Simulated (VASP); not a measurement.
# Hf (Fm-3m) in VASP: further runs

Hf is run at these levels: BLYP+D3(BJ), PBEsol+D4, RPBE+D3(BJ); tasks: relaxation of cell and atoms.

Program: VASP 6.6.1. These are calculated values, not measurements. Logs are shortened: lines on timing, memory, paths and dates and some standing lists are left out, and cuts for length are marked.

**1. The cell of the first run**

Symmetry: Fm-3m, No. 225, cubic system. Conventional cell: a = 4.440 Å, b = 4.440 Å, c = 4.440 Å, α = 90.00°, β = 90.00°, γ = 90.00°. Within 4.1 Å of Hf (site symmetry m-3m) lie 12 Hf at 3.14 Å.

**2. Relaxation of cell and atoms, BLYP+D3(BJ)**

INCAR reads:

```
SYSTEM = Hf
PREC = Accurate
ENCUT = 600
EDIFF = 1E-6
ISMEAR = -1
SIGMA = 0.05
LREAL = .False.
LASPH = .True.
NELM = 60
ALGO = Normal
ISIF = 3
LWAVE = .False.
LCHARG = .False.
GGA = B5
ALDAX = 1.0
AGGAX = 1.0
AGGAC = 1.0
ALDAC = 0.0
IVDW = 12
VDW_S6 = 1.0
VDW_S8 = 2.6996
VDW_A1 = 0.4298
VDW_A2 = 4.2359
IBRION = 2
NSW = 60
EDIFFG = -0.01
```

KPOINTS reads:

```
Automatic mesh
0
Gamma
  10 10 10
  0 0 0
```

POSCAR reads:

```
Hf
1.0
    0.0000000000      2.2200000000      2.2200000000
    2.2200000000      0.0000000000      2.2200000000
    2.2200000000      2.2200000000      0.0000000000
Hf
1
Direct
    0.0000000000      0.0000000000      0.0000000000
```

Potentials or basis: VASP PAW PBE potentials, release 64 (Hf_pv).

Started as:

```
$ cat potpaw_PBE.64/Hf_pv/POTCAR > POTCAR
$ mpirun -np 1 vasp_std > vasp.out
```

OUTCAR:

```text
SYSTEM = Hf
   PREC = Accurate
   ENCUT = 600
   EDIFF = 1E-6
   ISMEAR = -1
   LREAL = .False.
   LASPH = .True.
   NELM = 60
   ISIF = 3
   GGA = B5
   IVDW = 12
   IBRION = 2
   NSW = 60
   EDIFFG = -0.01
 IVDW          = 12

 ion  position               nearest neighbor table
   1  0.000  0.000  0.000-

  LATTYP: Found a face centered cubic cell.
 ALAT       =     4.4400000000

  Lattice vectors:

 A1 = (   0.0000000000,   2.2200000000,   2.2200000000)
 A2 = (   2.2200000000,   0.0000000000,   2.2200000000)
 A3 = (   2.2200000000,   2.2200000000,   0.0000000000)

Analysis of symmetry for initial positions (statically):
=====================================================================
 Subroutine PRICEL returns:
 Original cell was already a primitive cell.

 Routine SETGRP: Setting up the symmetry group for a
 face centered cubic supercell.

 Subroutine GETGRP returns: Found 48 space group operations
 (whereof 48 operations were pure point group operations)
 out of a pool of 48 trial point group operations.

The static configuration has the point symmetry O_h .

Analysis of symmetry for dynamics (positions and initial velocities):
=====================================================================
 Subroutine PRICEL returns:
 Original cell was already a primitive cell.

 Routine SETGRP: Setting up the symmetry group for a
 face centered cubic supercell.

 Subroutine GETGRP returns: Found 48 space group operations
 (whereof 48 operations were pure point group operations)
 out of a pool of 48 trial point group operations.

The dynamic configuration has the point symmetry O_h .

 Subroutine INISYM returns: Found 48 space group operations
 (whereof 48 operations are pure point group operations),
 and found     1 'primitive' translations

----------------------------------------------------------------------------------------

                                     Primitive cell

  volume of cell :      21.8821

  direct lattice vectors                    reciprocal lattice vectors
     0.000000000  2.220000000  2.220000000    -0.225225225  0.225225225  0.225225225
     2.220000000  0.000000000  2.220000000     0.225225225 -0.225225225  0.225225225
     2.220000000  2.220000000  0.000000000     0.225225225  0.225225225 -0.225225225

  length of vectors
     3.139554108  3.139554108  3.139554108     0.390101533  0.390101533  0.390101533

  position of ions in fractional coordinates (direct lattice)
[... 66 lines left out ...]
   NGXF,Y,Z  is equivalent  to a cutoff of  29.65, 29.65, 29.65 a.u.
 SYSTEM =  Hf
   PREC   = accura    normal or accurate (medium, high low for compatibility)
   ISTART =      0    job   : 0-new  1-cont  2-samecut
   ICHARG =      2    charge: 1-file 2-atom 10-const
   ISPIN  =      1    spin polarized calculation?
   LNONCOLLINEAR =      F non collinear calculations
   LSORBIT =      F    spin-orbit coupling
   LASPH  =      T    aspherical Exc in radial PAW
   ENCUT  =  600.0 eV  44.10 Ry    6.64 a.u.   6.27  6.27  6.27*2*pi/ulx,y,z
   NELM   =     60;   NELMIN=  2; NELMDL= -5     # of ELM steps
   EDIFF  = 0.1E-05   stopping-criterion for ELM
   LREAL  =      F    real-space projection
   EDIFFG = -.1E-01   stopping-criterion for IOM
   NSW    =     60    number of steps for IOM
   IBRION =      2    ionic relax: 0-MD 1-quasi-New 2-CG
   NFREE  =      1    steps in history (QN), initial steepest desc. (CG)
   ISIF   =      3    stress and relaxation
   ISYM   =      2    0-nonsym 1-usesym 2-fastsym
   POTIM  = 0.5000    time-step for ionic-motion
   TEBEG  =    0.0;   TEEND  =   0.0 temperature during run
   PSTRESS=    0.0 pullay stress
   NELECT =      10.0000    total number of electrons
   NUPDOWN=      -1.0000    fix difference up-down
   EMIN   =  10.00;   EMAX   =-10.00  energy-range for DOS
   EFERMI =   0.00;   METHOD = LEGACY
   ISMEAR =    -1;   SIGMA  =   0.05  broadening in eV -4-tet -1-fermi 0-gaus
   EFERMI_NEDOS =   21; number of points for ismear=-14 and -15
   IALGO  =     38    algorithm
   IMIX   =      4    mixing-type and parameters
     AMIX     =   0.40;   BMIX     =  1.00
     AMIX_MAG =   1.60;   BMIX_MAG =  1.00
  volume/ion in A,a.u.               =      21.88       147.67
  Fermi-wavevector in a.u.,A,eV,Ry     =   1.260991  2.382927 21.634588  1.590097
  Thomas-Fermi vector in A             =   2.394472
   LORBIT       =      0    0 simple, 1 ext, 2 COOP (PROOUT), +10 PAW based schemes
   GGA     = B5    functional components
   LHFCALC =     F    Hartree Fock is set to
   AEXX    =    0.0000 exact exchange contribution
   IVDW    =    12    specifies the selected vdW correction
   LEPSILON=     F    determine dielectric tensor
   LRPA    =     F    only Hartree local field effects (RPA)
 conjugate gradient relaxation of ions
 non-spin polarized calculation
  energy-cutoff  :      600.00
  volume of cell :       21.88
 maximum number of plane-waves:       745
 NGX is ok and might be reduce to    28
   NGX = 13   NGY = 13   NGZ = 13

--------------------------------------- Ionic step        1  -------------------------------------------

 number of electron      10.0000000 magnetization

 Free energy of the ion-electron system (eV)
  ---------------------------------------------------
  ext. energy  EPLUGINS =         0.00000000
  ---------------------------------------------------
  free energy    TOTEN  =        -8.53778950 eV

  energy without entropy =       -8.52744179  energy(sigma->0) =       -8.53261565

------------------------ aborting loop because EDIFF is reached ----------------------------------------

 Edisp (eV)   -1.15162

 E8    (eV) :    -0.9263
[... 69 lines left out ...]
--------------------------------------- Ionic step        3  -------------------------------------------

 number of electron       9.9999999 magnetization

 Free energy of the ion-electron system (eV)
  ---------------------------------------------------
  ext. energy  EPLUGINS =         0.00000000
  ---------------------------------------------------
  free energy    TOTEN  =        -8.51135491 eV

  energy without entropy =       -8.50080907  energy(sigma->0) =       -8.50608199

 E-fermi :   5.6177     XC(G=0): -10.9183

 val. band max:        5.5735074602   @ k =  -0.2000   0.1000   0.0000
 cond. band min:       5.6211012342   @ k =   0.3000   0.0000   0.0000
 fundamental gap:      0.0475937740
 Fermi energy:         5.6176775812

 k-point     1 :       0.0000    0.0000    0.0000
  band No.  band energies     occupation
      1     -24.1627      2.00000
      2     -24.1627      2.00000
      3     -24.1627      2.00000
      4      -1.6166      2.00000
      5       6.9267      0.00000
      6       6.9267      0.00000
      7       6.9267      0.00000
      8       9.8381      0.00000
      9       9.8381      0.00000
[... 265 lines left out ...]
 k-point    24 :       0.4000    0.3000    0.0000
  band No.  band energies     occupation
      1     -24.9034      2.00000
      2     -24.4614      2.00000
      3     -24.4297      2.00000
      4       2.3208      2.00000
      5       3.9337      2.00000
      6       6.5642      0.00000
      7       9.7809      0.00000
      8      10.8698      0.00000
      9      11.9197      0.00000

 [... further k-points ...]

------------------------ aborting loop because EDIFF is reached ----------------------------------------

 Edisp (eV)   -1.18308

 E8    (eV) :    -0.9517
[... 24 lines left out ...]
  FREE ENERGIE OF THE ION-ELECTRON SYSTEM (eV)
  ---------------------------------------------------
  free  energy   TOTEN  =        -9.6944328276 eV

  energy  without entropy=       -9.6838869880  energy(sigma->0) =       -9.68915991

 reached required accuracy - stopping structural energy minimisation
```

CONTCAR:

```text
Hf
   1.00000000000000
     0.0000000000000000    2.2010682970357651    2.2010682970357651
     2.2010682970357651   -0.0000000000000000    2.2010682970357651
     2.2010682970357651    2.2010682970357651    0.0000000000000000
  Hf
     1
Direct
     0.0000000000000000    0.0000000000000000    0.0000000000000000

  0.00000000E+00  0.00000000E+00  0.00000000E+00
```

It took 48 s on 1 thread of AMD EPYC 7R43 (Zen 3), shared host; peak memory 0.14 GiB.

Results:

| Item | Value |
| --- | --- |
| Free energy | -9.6944 eV |
| Relaxed volume | 21.33 Å³/atom |
| Relaxed cell | a = 3.113 Å, b = 3.113 Å, c = 3.113 Å, α = 60.00°, β = 60.00°, γ = 60.00° |
| Space group after relaxing (to 0.05 Å) | Fm-3m (No. 225) |
| Energy gained by relaxing | 5.0 meV/atom |
| Ionic steps | 3 |
| Pressure after relaxing | 0.0 GPa |
| Band gap on the k mesh | zero (band 5 reaches 6.93 eV, above the bottom of band 6 at 5.23 eV) |
| Dispersion energy per atom | -1.183 eV |

Step by step:
```csv
step,energy change (eV),largest force (eV/Å),pressure (GPa),volume (Å³)
1,0.0000,0.0000,-2.81,21.88
2,0.0020,0.0000,3.63,20.69
3,-0.0050,0.0000,-0.02,21.33
```

Final structure:
```yaml
crystal:
  lattice:
    - [0.00000, 2.20107, 2.20107]
    - [2.20107, 0.00000, 2.20107]
    - [2.20107, 2.20107, 0.00000]
  atoms:
    - { symbol: Hf, position: [0.00000, 0.00000, 0.00000] }
```

Caveat: the PAW data sets were made with another functional, which shifts forces and pressure a little; spin-orbit coupling is left out, which moves the levels of the heavy elements; pairwise dispersion overbinds metals, which lowers pressure and volume.

**3. Relaxation of cell and atoms, PBEsol+D4**

INCAR reads:

```
SYSTEM = Hf
  PREC = Accurate
  ENCUT = 600
  EDIFF = 1E-7
  ISMEAR = -1
  SIGMA = 0.05
  LREAL = .False.
  LASPH = .True.
  NELM = 80
  ALGO = Fast
  ISIF = 3
  LWAVE = .False.
  LCHARG = .False.
  GGA = PS
  IVDW = 13
  IBRION = 2
  NSW = 60
  EDIFFG = -0.01
```

KPOINTS reads:

```
regular mesh
0
Gamma
  10 10 10
  0 0 0
```

POSCAR is that of step 2.

Potentials or basis: VASP PAW PBE potentials, release 64 (Hf_pv).

Started as:

```
$ cat potpaw_PBE.64/Hf_pv/POTCAR > POTCAR
$ mpirun -np 1 vasp_std > vasp.out
```

OUTCAR:

```text
SYSTEM = Hf
   PREC = Accurate
   ENCUT = 600
   EDIFF = 1E-7
   ISMEAR = -1
   LREAL = .False.
   LASPH = .True.
   NELM = 80
   ISIF = 3
   GGA = PS
   IVDW = 13
   IBRION = 2
   NSW = 60
   EDIFFG = -0.01

 ion  position               nearest neighbor table
   1  0.000  0.000  0.000-

  LATTYP: Found a face centered cubic cell.
 ALAT       =     4.4400000000

  Lattice vectors:

 A1 = (   0.0000000000,   2.2200000000,   2.2200000000)
 A2 = (   2.2200000000,   0.0000000000,   2.2200000000)
 A3 = (   2.2200000000,   2.2200000000,   0.0000000000)

Analysis of symmetry for initial positions (statically):
=====================================================================
 Subroutine PRICEL returns:
 Original cell was already a primitive cell.

 Routine SETGRP: Setting up the symmetry group for a
 face centered cubic supercell.

[... 325 lines left out ...]
  ---------------------------------------------------
  ext. energy  EPLUGINS =         0.00000000
  ---------------------------------------------------
  free energy    TOTEN  =       -10.44143148 eV

  energy without entropy =      -10.43090218  energy(sigma->0) =      -10.43616683

 E-fermi :   4.9391     XC(G=0): -11.6212

 val. band max:        4.9335566476   @ k =  -0.2000   0.1000   0.0000
 cond. band min:       5.0276704705   @ k =   0.5000   0.3000   0.1000
 fundamental gap:      0.0941138229
 Fermi energy:         4.9390652642

 k-point     1 :       0.0000    0.0000    0.0000
  band No.  band energies     occupation
      1     -24.8451      2.00000
      2     -24.8451      2.00000
      3     -24.8451      2.00000
      4      -2.4560      2.00000
      5       6.3423      0.00000
      6       6.3423      0.00000
      7       6.3423      0.00000
      8       9.3077      0.00000
      9       9.3077      0.00000
[... 265 lines left out ...]
 k-point    24 :       0.4000    0.3000    0.0000
  band No.  band energies     occupation
      1     -25.5855      2.00000
      2     -25.1435      2.00000
      3     -25.1119      2.00000
      4       1.5378      2.00000
      5       3.2980      2.00000
      6       5.8464      0.00000
      7       9.2040      0.00000
      8      10.2770      0.00000
      9      11.4304      0.00000

 [... further k-points ...]

------------------------ aborting loop because EDIFF is reached ----------------------------------------

  DFT-D4 for vdW energy calculation

  Edisp (eV):   -0.12839
[... 24 lines left out ...]
  FREE ENERGIE OF THE ION-ELECTRON SYSTEM (eV)
  ---------------------------------------------------
  free  energy   TOTEN  =       -10.5698227655 eV

  energy  without entropy=      -10.5592934673  energy(sigma->0) =      -10.56455812

 reached required accuracy - stopping structural energy minimisation
```

CONTCAR:

```text
Hf
   1.00000000000000
     0.0000000000000000    2.1997025391705178    2.1997025391705178
     2.1997025391705178    0.0000000000000000    2.1997025391705178
     2.1997025391705178    2.1997025391705178   -0.0000000000000000
  Hf
     1
Direct
     0.0000000000000000    0.0000000000000000    0.0000000000000000

  0.00000000E+00  0.00000000E+00  0.00000000E+00
```

It took 65 s on 1 thread of AMD EPYC 7R43 (Zen 3), shared host; peak memory 0.14 GiB.

Results:

* Free energy: -10.5698 eV
* Relaxed volume: 21.29 Å³/atom
* Relaxed cell: a = 3.111 Å, b = 3.111 Å, c = 3.111 Å, α = 60.00°, β = 60.00°, γ = 60.00°
* Space group after relaxing (to 0.05 Å): Fm-3m (No. 225)
* Energy gained by relaxing: 5.5 meV/atom
* Ionic steps: 5
* Pressure after relaxing: 0.1 GPa
* Band gap on the k mesh: zero (band 5 reaches 6.34 eV, above the bottom of band 6 at 4.53 eV)
* Dispersion energy per atom: -0.128 eV

The path:
| step | energy change (eV) | largest force (eV/Å) | pressure (GPa) | volume (Å³) |
| --- | --- | --- | --- | --- |
| 1 | 0.0000 | 0.0000 | -2.99 | 21.88 |
| 2 | 0.0027 | 0.0000 | 4.00 | 20.61 |
| 3 | -0.0055 | 0.0000 | -0.16 | 21.30 |
| 4 | -0.0055 | 0.0000 | 0.14 | 21.27 |
| 5 | -0.0055 | 0.0000 | 0.06 | 21.29 |

Final structure:
```
Hf
1.0
     0.00000    2.19970    2.19970
     2.19970    0.00000    2.19970
     2.19970    2.19970    0.00000
Hf
1
Direct
  0.00000 0.00000 0.00000
```

Levels at points of the mesh, in eV from the Fermi level:
| k point | band 3 | band 4 | band 5 | band 6 | band 7 | band 8 |
| --- | --- | --- | --- | --- | --- | --- |
| (0.00, 0.00, 0.00) | -29.78 | -7.40 | 1.40 | 1.40 | 1.40 | 4.37 |
| (0.50, 0.00, 0.00) | -29.91 | -3.80 | 0.77 | 1.16 | 1.16 | 6.65 |
| (0.50, 0.50, 0.00) | -30.13 | -3.48 | -2.32 | 2.81 | 6.66 | 7.33 |

Caveat: the PAW data sets were made with another functional, which shifts forces and pressure a little; spin-orbit coupling is left out, which moves the levels of the heavy elements; pairwise dispersion overbinds metals, which lowers pressure and volume.

**4. Relaxation of cell and atoms, RPBE+D3(BJ)**

INCAR reads:

```
PREC = Accurate
ENCUT = 600
EDIFF = 1E-6
ISMEAR = -1
SIGMA = 0.05
LREAL = False
LASPH = True
NELM = 100
ALGO = Fast
ISIF = 3
LWAVE = False
LCHARG = False
GGA = RP
IVDW = 12
IBRION = 2
NSW = 60
EDIFFG = -0.01
```

KPOINTS reads:

```
Automatic mesh
0
Gamma
  10 10 10
```

POSCAR is that of step 3.

Started as:

```
$ cat potpaw_PBE.64/Hf_pv/POTCAR > POTCAR
$ mpirun -np 1 vasp_std > vasp.out
```

Run time: 72 s. Hardware: 1 thread of AMD EPYC 7R43 (Zen 3), shared host; peak memory 0.15 GiB.

It converged, with:

```yaml
Free_energy: -13.3056 eV
Relaxed_volume: 17.91 Å³/atom
Relaxed_cell: a = 2.937 Å, b = 2.937 Å, c = 2.937 Å, α = 60.00°, β = 60.00°, γ = 60.00°
Space_group_after_relaxing_to_0.05_Å: Fm-3m (No. 225)
Energy_gained_by_relaxing: 322.2 meV/atom
Ionic_steps: 7
Pressure_after_relaxing: 0.0 GPa
Band_gap_on_the_k_mesh: zero (band 5 reaches 7.97 eV, above the bottom of band 6 at 5.98 eV)
Dispersion_energy_per_atom: -4.377 eV
```

Step by step:
| step | energy change (eV) | largest force (eV/Å) | pressure (GPa) | volume (Å³) |
| --- | --- | --- | --- | --- |
| 1 | 0.0000 | 0.0000 | -22.69 | 21.88 |
| 2 | 0.4099 | 0.0000 | 63.40 | 13.46 |
| 3 | -0.3205 | 0.0000 | -2.17 | 18.17 |
| 4 | -0.3222 | 0.0000 | -0.27 | 17.94 |
| 5 | -0.3221 | 0.0000 | 0.31 | 17.87 |
| 6 | -0.3221 | 0.0000 | -0.27 | 17.95 |
| 7 | -0.3222 | 0.0000 | 0.02 | 17.91 |

Final structure:
```yaml
crystal:
  lattice:
    - [0.00000, 2.07655, 2.07655]
    - [2.07655, 0.00000, 2.07655]
    - [2.07655, 2.07655, 0.00000]
  atoms:
    - { symbol: Hf, position: [0.00000, 0.00000, 0.00000] }
```

Levels at points of the mesh, in eV from the Fermi level:
```
           k point  band 3  band 4  band 5  band 6  band 7  band 8
(0.00, 0.00, 0.00)  -29.25   -7.93    1.44    1.44    1.44    5.14
(0.50, 0.00, 0.00)  -29.46   -4.35    1.12    1.12    1.52    7.98
(0.50, 0.50, 0.00)  -29.83   -4.34   -3.08    4.00    8.02    8.84
```

Caveat: the volume moved by over 15 % at a fixed basis, so the end points are rough; the PAW data sets were made with another functional, which shifts forces and pressure a little; spin-orbit coupling is left out, which moves the levels of the heavy elements; the volume moved by -18 % from the deposited cell, more than functionals usually miss; pairwise dispersion overbinds metals, which lowers pressure and volume.

**5. Summary**

```tsv
level	gap on the mesh (eV)	pressure (GPa)	relaxed volume (Å³/atom)
BLYP+D3(BJ)	none	0.0	21.33
PBEsol+D4	none	0.1	21.29
RPBE+D3(BJ)	none	0.0	17.91
```

Alike in all rows: task relaxation of cell and atoms; potentials or basis VASP PAW PBE potentials, release 64 (Hf_pv); no spin polarisation; cell relaxed; k mesh 10 × 10 × 10; cutoff (eV) 600; smearing fermi-dirac 0.05 eV.

Caveats: the PAW data sets were made with another functional, which shifts forces and pressure a little; spin-orbit coupling is left out, which moves the levels of the heavy elements; pairwise dispersion overbinds metals, which lowers pressure and volume; the volume moved by over 15 % at a fixed basis, so the end points are rough (some runs); the volume moved by -18 % from the deposited cell, more than functionals usually miss (some runs).

Absolute energies hang on the potentials; compare differences alone.
